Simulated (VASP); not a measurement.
# MoS2 (P6_3/mmc) in VASP: single point with PBE

Aim: the single point of MoS2 with PBE.

Everything below comes from runs of VASP 6.6.1. Logs are shortened: lines on timing, memory, paths and dates and some standing lists are left out, and cuts for length are marked.

**Experimental background.**

From “Multiwavelength excitation Raman Scattering Analysis of bulk and 2 dimensional MoS2: Vibrational properties of atomically thin MoS2 layers”, 2015, arxiv:1506.03228, for a bulk crystal of MoS2 at 300 K: band gap 1.3 eV (indirect).

How close the calculation comes is told below.

**1. The cell of the first run**

The structure is hexagonal, space group P6_3/mmc (No. 194). Conventional cell: a = 3.169 Å, b = 3.169 Å, c = 12.324 Å, α = 90.00°, β = 90.00°, γ = 120.00°. Mo (site symmetry -6m2) has 6 S at 2.41 Å and 6 Mo at 3.17 Å within 3.2 Å. S (site symmetry 3m) has 3 Mo at 2.41 Å and 7 S at 3.13 to 3.17 Å within 3.2 Å.

**2. Single point, PBE**

Contents of INCAR:

```
SYSTEM = MoS2
ALGO = Normal ; EDIFF = 1E-6
ENCUT = 500 ; GGA = PE
GGA_COMPAT = .False. ; ISIF = 2
ISMEAR = 0 ; LASPH = .True.
LCHARG = .False. ; LREAL = .False.
LWAVE = .False. ; NBANDS = 35
NELM = 120 ; PREC = Accurate
SIGMA = 0.01
```

Contents of KPOINTS:

```
k-points
0
Gamma
  9 9 2
  0 0 0
```

Contents of POSCAR:

```
MoS2
1.0
    3.1690000000      0.0000000000      0.0000000000
   -1.5845000000      2.7444345046      0.0000000000
    0.0000000000      0.0000000000     12.3240000000
Mo S
2 4
Direct
    0.3333333333      0.6666666667      0.2500000000
    0.6666666667      0.3333333333      0.7500000000
    0.3333333333      0.6666666667      0.6230000000
    0.6666666667      0.3333333333      0.1230000000
    0.3333333333      0.6666666667      0.8770000000
    0.6666666667      0.3333333333      0.3770000000
```

Potentials or basis: VASP PAW PBE potentials, release 64 (Mo_sv, S).

Command:

```
$ cat potpaw_PBE.64/Mo_sv/POTCAR potpaw_PBE.64/S/POTCAR > POTCAR
$ mpirun -np 1 vasp_std > vasp.out
```

OUTCAR:

```text
SYSTEM = MoS2
   EDIFF = 1E-6
   ENCUT = 500
   GGA = PE
   ISIF = 2
   ISMEAR = 0
   LASPH = .True.
   LREAL = .False.
   NELM = 120
   PREC = Accurate

 ion  position               nearest neighbor table
   1  0.333  0.667  0.250-   4 2.41   6 2.41   4 2.41   6 2.41   4 2.41   6 2.41
   2  0.667  0.333  0.750-   3 2.41   5 2.41   3 2.41   5 2.41   3 2.41   5 2.41
   3  0.333  0.667  0.623-   2 2.41   2 2.41   2 2.41
   4  0.667  0.333  0.123-   1 2.41   1 2.41   1 2.41
   5  0.333  0.667  0.877-   2 2.41   2 2.41   2 2.41
   6  0.667  0.333  0.377-   1 2.41   1 2.41   1 2.41

  LATTYP: Found a hexagonal cell.
 ALAT       =     3.1690000000
 C/A-ratio  =     3.8889239508

  Lattice vectors:

 A1 = (   3.1690000000,   0.0000000000,   0.0000000000)
 A2 = (  -1.5845000000,   2.7444345046,   0.0000000000)
 A3 = (   0.0000000000,   0.0000000000,  12.3240000000)

Analysis of symmetry for initial positions (statically):
=====================================================================
 Subroutine PRICEL returns:
 Original cell was already a primitive cell.

 Routine SETGRP: Setting up the symmetry group for a
 hexagonal supercell.

 Subroutine GETGRP returns: Found 24 space group operations
 (whereof 12 operations were pure point group operations)
 out of a pool of 24 trial point group operations.

The static configuration has the point symmetry D_3d.
 The point group associated with its full space group is D_6h.

Analysis of symmetry for dynamics (positions and initial velocities):
=====================================================================
 Subroutine PRICEL returns:
 Original cell was already a primitive cell.

 Routine SETGRP: Setting up the symmetry group for a
 hexagonal supercell.

 Subroutine GETGRP returns: Found 24 space group operations
 (whereof 12 operations were pure point group operations)
 out of a pool of 24 trial point group operations.

The dynamic configuration has the point symmetry D_3d.
 The point group associated with its full space group is D_6h.

 Subroutine INISYM returns: Found 24 space group operations
 (whereof 12 operations are pure point group operations),
 and found     1 'primitive' translations

----------------------------------------------------------------------------------------

                                     Primitive cell

  volume of cell :     107.1832

  direct lattice vectors                    reciprocal lattice vectors
     3.169000000  0.000000000  0.000000000     0.315556958  0.182186895  0.000000000
    -1.584500000  2.744434505  0.000000000     0.000000000  0.364373789  0.000000000
     0.000000000  0.000000000 12.324000000     0.000000000  0.000000000  0.081142486

  length of vectors
     3.169000000  3.169000000 12.324000000     0.364373789  0.364373789  0.081142486

  position of ions in fractional coordinates (direct lattice)
     0.333333333  0.666666667  0.250000000
     0.666666667  0.333333333  0.750000000
     0.333333333  0.666666667  0.623000000
     0.666666667  0.333333333  0.123000000
     0.333333333  0.666666667  0.877000000
     0.666666667  0.333333333  0.377000000

  ion indices of the primitive-cell ions
   primitive index   ion index
                 1           1
                 2           2
                 3           3
                 4           4
                 5           5
                 6           6

----------------------------------------------------------------------------------------

 KPOINTS: k-points

Automatic generation of k-mesh.
 Grid dimensions read from file:
 generate k-points for:    9    9    2

 Generating k-lattice:

  Cartesian coordinates                     Fractional coordinates (reciprocal lattice)
     0.035061884  0.020242988  0.000000000     0.111111111  0.000000000  0.000000000
     0.000000000  0.040485977  0.000000000     0.000000000  0.111111111  0.000000000
     0.000000000  0.000000000  0.040571243     0.000000000  0.000000000  0.500000000

  Length of vectors
     0.040485977  0.040485977  0.040571243

  Shift w.r.t. Gamma in fractional coordinates (k-lattice)
     0.000000000  0.000000000  0.000000000

 Subroutine IBZKPT returns following result:
 ===========================================

 Found     24 irreducible k-points:

 Following reciprocal coordinates:
            Coordinates               Weight
  0.000000  0.000000  0.000000      1.000000
  0.111111  0.000000  0.000000      6.000000
  0.222222  0.000000  0.000000      6.000000
  0.333333  0.000000  0.000000      6.000000
  0.444444  0.000000  0.000000      6.000000
  0.111111  0.111111  0.000000      6.000000
[... 16 lines left out ...]
  0.333333  0.222222  0.500000     12.000000
  0.333333  0.333333  0.500000      2.000000
   k-points           NKPTS =     24   k-points in BZ     NKDIM =     24   number of bands    NBANDS=     35
   number of dos      NEDOS =    301   number of ions     NIONS =      6
   total plane-waves  NPLWV =  51840
   dimension x,y,z NGX =    24 NGY =   24 NGZ =   90
   dimension x,y,z NGXF=    48 NGYF=   48 NGZF=  180
   ions per type =               2   4
   NGX,Y,Z   is equivalent  to a cutoff of  12.59, 12.59, 12.14 a.u.
   NGXF,Y,Z  is equivalent  to a cutoff of  25.18, 25.18, 24.28 a.u.
 SYSTEM =  MoS2
   PREC   = accura    normal or accurate (medium, high low for compatibility)
   ISTART =      0    job   : 0-new  1-cont  2-samecut
   ICHARG =      2    charge: 1-file 2-atom 10-const
   ISPIN  =      1    spin polarized calculation?
   LNONCOLLINEAR =      F non collinear calculations
   LSORBIT =      F    spin-orbit coupling
   LASPH  =      T    aspherical Exc in radial PAW
   ENCUT  =  500.0 eV  36.75 Ry    6.06 a.u.   5.78  5.78 22.47*2*pi/ulx,y,z
   NELM   =    120;   NELMIN=  2; NELMDL= -5     # of ELM steps
   EDIFF  = 0.1E-05   stopping-criterion for ELM
   LREAL  =      F    real-space projection
   EDIFFG = 0.1E-04   stopping-criterion for IOM
   NSW    =      0    number of steps for IOM
   IBRION =     -1    ionic relax: 0-MD 1-quasi-New 2-CG
   NFREE  =      0    steps in history (QN), initial steepest desc. (CG)
   ISIF   =      2    stress and relaxation
   ISYM   =      2    0-nonsym 1-usesym 2-fastsym
   POTIM  = 0.5000    time-step for ionic-motion
   TEBEG  =    0.0;   TEEND  =   0.0 temperature during run
   PSTRESS=    0.0 pullay stress
   NELECT =      52.0000    total number of electrons
   NUPDOWN=      -1.0000    fix difference up-down
   EMIN   =  10.00;   EMAX   =-10.00  energy-range for DOS
   EFERMI =   0.00;   METHOD = LEGACY
   ISMEAR =     0;   SIGMA  =   0.01  broadening in eV -4-tet -1-fermi 0-gaus
   EFERMI_NEDOS =   21; number of points for ismear=-14 and -15
   IALGO  =     38    algorithm
   IMIX   =      4    mixing-type and parameters
     AMIX     =   0.40;   BMIX     =  1.00
     AMIX_MAG =   1.60;   BMIX_MAG =  1.00
  volume/ion in A,a.u.               =      17.86       120.55
  Fermi-wavevector in a.u.,A,eV,Ry     =   1.286373  2.430893 22.514325  1.654756
  Thomas-Fermi vector in A             =   2.418452
   LORBIT       =      0    0 simple, 1 ext, 2 COOP (PROOUT), +10 PAW based schemes
   GGA     = PE    functional components
   LHFCALC =     F    Hartree Fock is set to
   AEXX    =    0.0000 exact exchange contribution
   IVDW    =     0    specifies the selected vdW correction
   LEPSILON=     F    determine dielectric tensor
   LRPA    =     F    only Hartree local field effects (RPA)
 non-spin polarized calculation
 Gauss-broadening in eV      SIGMA  =   0.01
  energy-cutoff  :      500.00
  volume of cell :      107.18
 maximum number of plane-waves:      2739
 NGX is ok and might be reduce to    24
   NGX = 11   NGY = 11   NGZ = 45

 number of electron      51.9999989 magnetization

 Free energy of the ion-electron system (eV)
  ---------------------------------------------------
  ext. energy  EPLUGINS =         0.00000000
  ---------------------------------------------------
  free energy    TOTEN  =       -43.61340668 eV

  energy without entropy =      -43.61340668  energy(sigma->0) =      -43.61340668

 E-fermi :   7.5836     XC(G=0): -10.8174

 val. band max:        7.4844852953   @ k =   0.0000   0.0000   0.0000
 cond. band min:       8.4585670842   @ k =   0.2222   0.1111   0.0000
 fundamental gap:      0.9740817889
 Fermi energy:         7.5836161980

 k-point     1 :       0.0000    0.0000    0.0000
  band No.  band energies     occupation
      1     -54.0198      2.00000
      2     -54.0198      2.00000
      3     -28.1689      2.00000
      4     -28.1688      2.00000
      5     -27.9496      2.00000
      6     -27.9496      2.00000
[... 27 lines left out ...]
     34       9.9298      0.00000
     35      13.0547      0.00000

 k-point     2 :       0.1111    0.0000    0.0000
  band No.  band energies     occupation
      1     -54.0152      2.00000
      2     -54.0152      2.00000
      3     -28.1598      2.00000
      4     -28.1597      2.00000
      5     -27.9961      2.00000
      6     -27.9961      2.00000
[... 27 lines left out ...]
     34       9.9546      0.00000
     35      13.8705      0.00000

 k-point     3 :       0.2222    0.0000    0.0000
  band No.  band energies     occupation
      1     -54.0035      2.00000
      2     -54.0035      2.00000
      3     -28.1367      2.00000
      4     -28.1366      2.00000
      5     -28.1123      2.00000
      6     -28.1123      2.00000
[... 27 lines left out ...]
     34      10.5921      0.00000
     35      14.8963      0.00000

 k-point     4 :       0.3333    0.0000    0.0000
  band No.  band energies     occupation
      1     -53.9901      2.00000
      2     -53.9901      2.00000
      3     -28.2418      2.00000
      4     -28.2418      2.00000
      5     -28.1103      2.00000
      6     -28.1102      2.00000
[... 27 lines left out ...]
     34      11.0937      0.00000
     35      14.1534      0.00000

 k-point     5 :       0.4444    0.0000    0.0000
  band No.  band energies     occupation
      1     -53.9814      2.00000
      2     -53.9813      2.00000
      3     -28.3250      2.00000
      4     -28.3250      2.00000
      5     -28.0930      2.00000
      6     -28.0930      2.00000
[... 638 lines left out ...]
 k-point    22 :       0.2222    0.2222    0.5000
  band No.  band energies     occupation
      1     -53.9842      2.00000
      2     -53.9842      2.00000
      3     -28.2491      2.00000
      4     -28.2491      2.00000
      5     -28.0987      2.00000
      6     -28.0987      2.00000
[... 27 lines left out ...]
     34      11.3823      0.00000
     35      14.7776      0.00000

 k-point    23 :       0.3333    0.2222    0.5000
  band No.  band energies     occupation
      1     -53.9775      2.00000
      2     -53.9775      2.00000
      3     -28.2791      2.00000
      4     -28.2791      2.00000
      5     -28.1306      2.00000
      6     -28.1306      2.00000
[... 27 lines left out ...]
     34      11.4906      0.00000
     35      14.0440      0.00000

 k-point    24 :       0.3333    0.3333    0.5000
  band No.  band energies     occupation
      1     -53.9752      2.00000
      2     -53.9752      2.00000
      3     -28.2409      2.00000
      4     -28.2409      2.00000
      5     -28.1970      2.00000
      6     -28.1970      2.00000
[... 27 lines left out ...]
     34      11.6756      0.00000
     35      14.1705      0.00000

------------------------ aborting loop because EDIFF is reached ----------------------------------------

  FORCE on cell =-STRESS in cart. coord.  units (eV):
  Direction    XX          YY          ZZ          XY          YZ          ZX
  --------------------------------------------------------------------------------------
  -------------------------------------------------------------------------------------
  Total        1.1576661      1.1576661      1.4019686      0.0000000      0.0000000      0.0000000
  in kB       17.3048204     17.3048204     20.9566607      0.0000000      0.0000000      0.0000000
  external PRESSURE =      18.5221005 kB  Pullay stress =       0.0000000 kB

 VOLUME and BASIS-vectors are now :
 -----------------------------------------------------------------------------
  energy-cutoff  :      500.00
  volume of cell :      107.18
      direct lattice vectors                 reciprocal lattice vectors
     3.169000000  0.000000000  0.000000000     0.315556958  0.182186895  0.000000000
    -1.584500000  2.744434505  0.000000000     0.000000000  0.364373789  0.000000000
     0.000000000  0.000000000 12.324000000     0.000000000  0.000000000  0.081142486

 POSITION                                       TOTAL-FORCE (eV/Angst)
 -----------------------------------------------------------------------------------
     -0.00000      1.82962      3.08100        -0.000000      0.000000     -0.000000
      1.58450      0.91481      9.24300         0.000000     -0.000000     -0.000000
     -0.00000      1.82962      7.67785        -0.000000      0.000000      0.077683
      1.58450      0.91481      1.51585         0.000000     -0.000000      0.077683
     -0.00000      1.82962     10.80815         0.000000      0.000000     -0.077683
      1.58450      0.91481      4.64615        -0.000000     -0.000000     -0.077683
 -----------------------------------------------------------------------------------
    total drift:                               -0.000000      0.000000     -0.000000

  FREE ENERGIE OF THE ION-ELECTRON SYSTEM (eV)
  ---------------------------------------------------
  free  energy   TOTEN  =       -43.6134066803 eV

  energy  without entropy=      -43.6134066803  energy(sigma->0) =      -43.61340668
```

It took 2.3 min on 1 thread of AMD EPYC 7R43 (Zen 3), shared host; peak memory 0.21 GiB.

Results:

- Free energy: -43.6134 eV
- Pressure: 1.9 GPa
- Largest force: 0.078 eV/Å
- Band gap on the k mesh: 0.97 eV, indirect (least direct gap 1.66 eV)

Forces in eV/Å, atoms in the order of the input:
```
Mo   0.000  0.000  0.000
Mo   0.000  0.000  0.000
S    0.000  0.000  0.078
S    0.000  0.000  0.078
S    0.000  0.000 -0.078
S    0.000  0.000 -0.078
```

Caveat: this functional lacks dispersion, which binds the layers, so the pressure and a relaxed spacing across them are unreliable.

**3. Against experiment**

Step 2. Measured gap of MoS2: 1.3 eV (indirect; 300 K; “Multiwavelength excitation Raman Scattering Analysis of bulk and 2 dimensional MoS2: Vibrational properties of atomically thin MoS2 layers”, 2015, arxiv:1506.03228). This calculation gives 0.97 eV (-0.33 eV). Spin-orbit coupling on Mo is left out. The value is that of PBE on a finite k mesh, which can miss the band edges, without temperature or zero-point motion. Semilocal functionals fall short of measured gaps as a rule.
